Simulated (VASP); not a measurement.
Input of a VASP 6.6.1 run:

File INCAR:

```
SYSTEM = Zr
  PREC = Accurate
  ENCUT = 520
  EDIFF = 1E-8
  ISMEAR = -1
  SIGMA = 0.08
  LREAL = .False.
  LASPH = .True.
  NELM = 80
  ALGO = Normal
  ISIF = 2
  LWAVE = .False.
  LCHARG = .False.
  GGA = PS
  LEFG = .True.
  NBANDS = 19
```

KPOINTS

```
regular mesh
0
Gamma
  13 13 7
  0 0 0
```

The input POSCAR:

```
Zr
1.0
    3.2319982225      0.0000000000      0.0000000000
   -1.6159991112      2.7989925656      0.0000000000
    0.0000000000      0.0000000000      5.1984700000
Zr
2
Direct
    0.3333333333      0.6666666667      0.2500000000
    0.6666666667      0.3333333333      0.7500000000
```

Potentials or basis: VASP PAW PBE potentials, release 64 (Zr_sv).

Run with:

```console
$ cat potpaw_PBE.64/Zr_sv/POTCAR > POTCAR
$ mpirun -np 1 vasp_std > vasp.out
```

Task: Predict the pressure.

Result: -4.1 GPa.

Task: Predict the band gap on the k mesh.

Result: Zero (bands 12 and 13 overlap by 1.10 eV).

Stress tensor (GPa, compression positive):
```
-4.05  0.00  0.00
 0.00 -4.05  0.00
 0.00  0.00 -4.31
```

Caveat: the cell differs from its parent crystal (zz strain of +1 %); the cell stands under tension; without QUAD_EFG the Cq values of the log hold for a quadrupole moment of 1 mb, not for the nuclei; the PAW data sets were made with another functional, which shifts forces and pressure a little.
